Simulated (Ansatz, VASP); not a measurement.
# Ag in VASP and in Ansatz

```
Ag
1.0
    -1.55255    1.55255    1.67512
     1.55255   -1.55255    1.67512
     1.55255    1.55255   -1.67512
Ag
1
Direct
  0.00000 0.00000 0.00000
```

Change from the starting cell: strain -0.050 along x and y, +0.025 along z, atoms carried along.

Alike in both runs: task single point; functional r2SCAN; k mesh 26 × 26 × 26; occupations gaussian, width 0.15 eV; no spin polarisation.

```csv
,VASP,Ansatz
version,VASP 6.6.1,Ansatz 0.2.0
potentials or method,"VASP PAW PBE potentials, release 64 (Ag), cutoff 520 eV","scalar-relativistic, plane waves, PAW"
valence electrons in the cell,11,19
```

|  | VASP | Ansatz | Ansatz less VASP |
| --- | --- | --- | --- |
| gap on the k mesh at the Fermi level (eV) | none | none | - |
| pressure (GPa) | 9.6 | 9.4 | -0.28 |
| traceless stress, the component that is largest in VASP (GPa) | 0.85 | 0.84 | -0.014 |

VASP's potentials were made for PBE, not for r2SCAN. A gap of «none» marks a metal or a gap that the smearing closes. The functional is the same, so the differences come from potentials, cutoffs and numerics. VASP's potentials hold 11 valence electrons a cell and Ansatz's 19, so a difference there can come from the potentials and not from the codes.
